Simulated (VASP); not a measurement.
Set up this calculation in VASP 6.6.1, as the native input.

- Task: single point
- Functional: PBE
- Potentials or basis: VASP PAW PBE potentials, release 64 (C)
- Cutoff: 520 eV
- k mesh: 12 × 12 × 8
- Occupations: gaussian, width 0.02 eV
- Spin: no spin polarisation
- Dipole correction: no
- Further INCAR settings: ALGO = Normal; EDIFF = 1e-06; NBANDS = 11

The structure of C lies in POSCAR:

```
C
1.0
    2.1361946412     -1.2333530246     -0.0162129821
    2.1361946412      1.2333530246     -0.0162129821
   -0.2699493514      0.0000000000      4.3833176491
C
2
Direct
    0.3333332919      0.3333332919      0.0000003993
    0.6666667081      0.6666667081      0.9999996007
```

One way to write it, as run:

INCAR

```
ALGO = Normal
EDIFF = 1E-6
ENCUT = 520
GGA = PE
ISIF = 2
ISMEAR = 0
LASPH = True
LCHARG = True
LELF = True
LREAL = False
LVHAR = True
LWAVE = False
NBANDS = 11
NELM = 60
PREC = Accurate
SIGMA = 0.02
```

KPOINTS

```
k-points
0
Gamma
  12 12 8
```

Potentials or basis: VASP PAW PBE potentials, release 64 (C).

The run is started by

```bash
$ cat potpaw_PBE.64/C/POTCAR > POTCAR
$ mpirun -np 1 vasp_std > vasp.out
```

Results of the run:

```json
{
  "Pressure": "0.3 GPa",
  "Band gap on the k mesh": "zero (bands 4 and 5 overlap by 0.19 eV)"
}
```

Caveat: this functional lacks dispersion, which binds layers or chains, so the pressure and a relaxed spacing across them are unreliable.

Run time: 97 s on 1 thread of Intel Xeon 8259CL, with other jobs on the host, peak memory 0.18 GiB.
